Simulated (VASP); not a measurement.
Set up this calculation in VASP 6.6.1, as the native input.

```
Task                                : relaxation of the atoms
Functional                          : PBE
Potentials or basis                 : VASP PAW PBE potentials, release 64 (Al)
Cutoff                              : 520 eV
k mesh                              : 5 × 4 × 1
Occupations                         : gaussian, width 0.1 eV
Spin                                : no spin polarisation
Dipole correction                   : yes
Atoms held fixed (from 0)           : [0, 1, 2, 3, 4, 5, 6, 7, 8, 9, 10, 11, 12, 13, 14, 15]
Further INCAR settings              : LREAL = Auto; ALGO = Fast; EDIFF = 1e-06; IBRION = 2; EDIFFG = -0.025; NSW = 36
Atoms held along some axes (from 0) : atom 16 along a and b
```

The structure of Al lies in POSCAR:

```
Al
1.0
    5.7135165838      0.0000000000      0.0000000000
    0.0000000000      8.0801326416      0.0000000000
    0.0000000000      0.0000000000     19.7432786844
Al
17
Selective dynamics
Direct
    0.2500000000      0.2500000000      0.2026005946  F F F
    0.2500000000      0.7500000000      0.2026005946  F F F
    0.7500000000      0.2500000000      0.2026005946  F F F
    0.7500000000      0.7500000000      0.2026005946  F F F
    0.0000000000      0.0000000000      0.2749482107  F F F
    0.0000000000      0.5000000000      0.2749482107  F F F
    0.5000000000      0.0000000000      0.2749482107  F F F
    0.5000000000      0.5000000000      0.2749482107  F F F
    0.2500000000      0.2500000000      0.3495466410  F F F
    0.2500000000      0.7500000000      0.3495466410  F F F
    0.7500000000      0.2500000000      0.3495466410  F F F
    0.7500000000      0.7500000000      0.3495466410  F F F
    0.0000000000      0.0000000000      0.4175232906  F F F
    0.0000000000      0.5000000000      0.4175232906  F F F
    0.5000000000      0.0000000000      0.4175232906  F F F
    0.5000000000      0.5000000000      0.4175232906  F F F
    0.2500000000      0.0833333333      0.5187621183  F F T
```

These files were run (other wordings do the same):

INCAR

```
SYSTEM = Al
  PREC = Accurate
  ENCUT = 520
  EDIFF = 1E-6
  ISMEAR = 0
  SIGMA = 0.1
  LREAL = Auto
  LASPH = .TRUE.
  NELM = 100
  ALGO = Fast
  ISIF = 2
  LWAVE = .FALSE.
  LCHARG = .FALSE.
  LDIPOL = .TRUE.
  IDIPOL = 3
  DIPOL = 0.5 0.5 0.323
  GGA = PE
  IBRION = 2
  NSW = 36
  EDIFFG = -0.025
  KPAR = 4
```

KPOINTS

```
Automatic mesh
0
G
  5 4 1
  0 0 0
```

Potentials or basis: VASP PAW PBE potentials, release 64 (Al).

Run with:

```console
$ cat potpaw_PBE.64/Al/POTCAR > POTCAR
$ mpirun -np 4 vasp_std > vasp.out
```

It gave:

```
Energy gained by relaxing : 2.9 meV/atom
Ionic steps               : 4
Band gap on the k mesh    : zero (an odd number of electrons rules out a gap without spin polarisation)
```

Run time: 12 min on 4 MPI ranks on Oxide Virtual Turin-like Processor (shared host), peak memory 0.91 GiB a rank.
